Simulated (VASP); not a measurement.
Wanted: the native input for a VASP 6.6.1 run.

```yaml
Task: single point
Functional: PBE
Potentials_or_basis: VASP PAW PBE potentials, release 64 (Ga_d, Ge_d)
Cutoff: 520 eV
k_mesh: 18 × 18 × 18
Occupations: gaussian, width 0.1 eV
Spin: no spin polarisation
Dipole_correction: no
Further_INCAR_settings: ALGO = Fast; EDIFF = 1e-07; NBANDS = 27
```

The structure of Ga2Ge lies in POSCAR:

```
Ga2Ge
1.0
   -1.8186196466      1.8186196466      4.3471437327
    1.8186196466     -1.8186196466      4.3471437327
    1.8186196466      1.8186196466     -4.3471437327
Ga Ge
2 1
Direct
    0.6647915495      0.6647915495      0.0000000000
    0.3352084505      0.3352084505      0.0000000000
    0.0000000000      0.0000000000      0.0000000000
```

The input as run:

INCAR

```
SYSTEM = Ga2Ge
PREC = Accurate
ENCUT = 520
EDIFF = 1E-7
ISMEAR = 0
SIGMA = 0.1
LREAL = .False.
LASPH = .True.
NELM = 60
ALGO = Fast
ISIF = 2
LWAVE = .False.
LCHARG = .False.
GGA = PE
NBANDS = 27
```

KPOINTS

```
regular mesh
0
Gamma
  18 18 18
  0 0 0
```

Potentials or basis: VASP PAW PBE potentials, release 64 (Ga_d, Ge_d).

Run with:

```sh
$ cat potpaw_PBE.64/Ga_d/POTCAR potpaw_PBE.64/Ge_d/POTCAR > POTCAR
$ mpirun -np 1 vasp_std > vasp.out
```

It gave:

```json
{"Pressure": "0.1 GPa", "Band gap on the k mesh": "zero (bands 20 and 21 overlap by 5.39 eV)"}
```

Run time: 40 min on 1 thread of Oxide Virtual Turin-like Processor, with other jobs on the host, peak memory 0.73 GiB.
